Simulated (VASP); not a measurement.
# Co3NiGe4 (R3) in VASP: notebook, part 2 of 2

VASP 6.6.1. The steps go on from the part before.

### Step 3. Single point, PBE, collinear spin, ferromagnetic start

INCAR reads:

```
SYSTEM = Co3NiGe4
PREC = Accurate
ENCUT = 520
EDIFF = 1E-6
ISMEAR = 0
SIGMA = 0.1
LREAL = .False.
LASPH = .True.
NELM = 150
ALGO = Normal
ISIF = 2
LWAVE = .False.
LCHARG = .False.
ISPIN = 2
MAGMOM = 3 3 3 2 0 0 0 0
LORBIT = 11
LMAXMIX = 4
GGA = PE
NBANDS = 60
```

KPOINTS reads:

```
Automatic mesh
0
Gamma
  6 6 6
  0 0 0
```

POSCAR reads:

```
Co3NiGe4
1.0
    3.2884845000      1.8986074000      2.6927073000
   -3.2884845000      1.8986074000      2.6927073000
    0.0000000000     -3.7972148000      2.6927073000
Co Ni Ge
3 1 4
Direct
    0.8601800000      0.3660710000      0.1350310000
    0.1350310000      0.8601800000      0.3660710000
    0.3660710000      0.1350310000      0.8601800000
    0.6372630000      0.6372630000      0.6372630000
    0.3371380000      0.3371380000      0.3371380000
    0.1610400000      0.6601300000      0.8431490000
    0.8431490000      0.1610400000      0.6601300000
    0.6601300000      0.8431490000      0.1610400000
```

Potentials or basis: VASP PAW PBE potentials, release 64 (Co, Ni, Ge_d).

The run is started by

```
> cat potpaw_PBE.64/Co/POTCAR potpaw_PBE.64/Ni/POTCAR potpaw_PBE.64/Ge_d/POTCAR > POTCAR
> mpirun -np 1 vasp_std > vasp.out
```

OUTCAR:

```text
SYSTEM = Co3NiGe4
   PREC = Accurate
   ENCUT = 520
   EDIFF = 1E-6
   ISMEAR = 0
   LREAL = .False.
   LASPH = .True.
   NELM = 150
   ISIF = 2
   ISPIN = 2
   LORBIT = 11
   GGA = PE

 ion  position               nearest neighbor table
   1  0.860  0.366  0.135-   6 2.38   8 2.41   7 2.41   5 2.42   8 2.61   5 2.61   7 2.62   4 2.83
                             2 2.85   3 2.85   4 2.85   3 2.89   2 2.89
   2  0.135  0.860  0.366-   7 2.38   6 2.41   8 2.41   5 2.42   6 2.61   5 2.61   8 2.62   4 2.83
                             3 2.85   1 2.85   4 2.85   3 2.89   1 2.89
   3  0.366  0.135  0.860-   8 2.38   7 2.41   6 2.41   5 2.42   7 2.61   5 2.61   6 2.62   4 2.83
                             2 2.85   1 2.85   4 2.85   2 2.89   1 2.89
   4  0.637  0.637  0.637-   8 2.42   6 2.42   7 2.42   5 2.42   8 2.62   7 2.62   6 2.62   2 2.83
                             1 2.83   3 2.83   3 2.85   1 2.85   2 2.85
   5  0.337  0.337  0.337-   3 2.42   2 2.42   1 2.42   4 2.42   3 2.61   1 2.61   2 2.61   7 2.87
                             6 2.87   8 2.87   8 2.91   6 2.91   7 2.91
   6  0.161  0.660  0.843-   1 2.38   2 2.41   3 2.41   4 2.42   2 2.61   3 2.62   4 2.62   5 2.87
                             8 2.89   7 2.89   7 2.89   8 2.89   5 2.91
   7  0.843  0.161  0.660-   2 2.38   3 2.41   1 2.41   4 2.42   3 2.61   1 2.62   4 2.62   5 2.87
                             8 2.89   6 2.89   8 2.89   6 2.89   5 2.91
[... 3192 lines left out ...]

  FREE ENERGIE OF THE ION-ELECTRON SYSTEM (eV)
  ---------------------------------------------------
  free  energy   TOTEN  =       -46.2456231969 eV

  energy  without entropy=      -46.2226632386  energy(sigma->0) =      -46.23414322

 total charge

# of ion       s       p       d       tot
------------------------------------------
    1        0.374   0.475   7.515   8.364
    2        0.374   0.475   7.515   8.364
    3        0.374   0.475   7.515   8.364
    4        0.411   0.505   8.479   9.395
    5        1.113   1.201  10.113  12.427
    6        1.120   1.200  10.114  12.434
    7        1.120   1.200  10.114  12.434
    8        1.120   1.200  10.114  12.434
--------------------------------------------------
tot          6.006   6.731  71.481  84.218

 magnetization (x)

# of ion       s       p       d       tot
------------------------------------------
    1        0.000  -0.000   0.001   0.001
    2        0.000  -0.000   0.001   0.001
    3        0.000  -0.000   0.001   0.001
    4       -0.000  -0.000   0.000   0.000
    5        0.000  -0.000  -0.000  -0.000
    6        0.000  -0.000  -0.000  -0.000
    7        0.000  -0.000  -0.000  -0.000
    8        0.000  -0.000  -0.000  -0.000
--------------------------------------------------
tot          0.000  -0.000   0.002   0.002
```

OSZICAR:

```text
N       E                     dE             d eps       ncg     rms          rms(c)
DAV:   1     0.991208377465E+03    0.99121E+03   -0.38239E+04 11460   0.419E+03
DAV:   2     0.163602842772E+03   -0.82761E+03   -0.78169E+03  9600   0.933E+02
DAV:   3    -0.321910700158E+02   -0.19579E+03   -0.18582E+03  9604   0.262E+02
DAV:   4    -0.479293896405E+02   -0.15738E+02   -0.15394E+02 10696   0.850E+01
DAV:   5    -0.483402891413E+02   -0.41090E+00   -0.40934E+00 10596   0.154E+01    0.257E+01
DAV:   6    -0.574096376009E+02   -0.90693E+01   -0.64282E+01 11708   0.818E+01    0.330E+01
DAV:   7    -0.461529806267E+02    0.11257E+02   -0.32690E+01 10504   0.613E+01    0.804E+00
DAV:   8    -0.481755051202E+02   -0.20225E+01   -0.62528E+00 11680   0.420E+01    0.204E+01
DAV:   9    -0.462482563369E+02    0.19272E+01   -0.12669E+01 11908   0.310E+01    0.303E+00
DAV:  10    -0.462481266342E+02    0.12970E-03   -0.56227E-01 10496   0.647E+00    0.137E+00
DAV:  11    -0.462450770632E+02    0.30496E-02   -0.59691E-02 10848   0.195E+00    0.561E-01
DAV:  12    -0.462451098423E+02   -0.32779E-04   -0.11956E-02 10580   0.793E-01    0.224E-01
DAV:  13    -0.462455420484E+02   -0.43221E-03   -0.32128E-03 11692   0.412E-01    0.109E-01
DAV:  14    -0.462456101542E+02   -0.68106E-04   -0.18964E-04 11544   0.113E-01    0.545E-02
DAV:  15    -0.462456174330E+02   -0.72787E-05   -0.36886E-05 10620   0.958E-02    0.284E-02
DAV:  16    -0.462456227229E+02   -0.52900E-05   -0.20071E-05 11808   0.469E-02    0.982E-03
DAV:  17    -0.462456231969E+02   -0.47400E-06   -0.26207E-06  5604   0.279E-02
   1 F= -.46245623E+02 E0= -.46234143E+02  d E =-.229600E-01  mag=     0.0011
```

It took 12 min on 1 thread of Oxide Virtual Turin-like, shared host; peak memory 0.44 GiB.

What came out:

| Quantity | Value |
| --- | --- |
| Free energy | -46.2456 eV |
| Pressure | 0.1 GPa |
| Largest force | 0.009 eV/Å |
| Net moment | 0.00 μB per cell |
| Valence electrons inside the program's atomic spheres | Co 8.36; Ni 9.39; Ge 12.43 |

Forces in eV/Å, atoms in the order of the input:
```
Co   0.003 -0.008 -0.003
Co   0.005  0.007 -0.003
Co  -0.009  0.001 -0.003
Ni   0.000  0.000  0.008
Ge   0.000  0.000  0.000
Ge  -0.002 -0.007  0.001
Ge   0.007  0.002  0.001
Ge  -0.006  0.005  0.001
```

Caveat: the moments typed at the start vanished in this run.
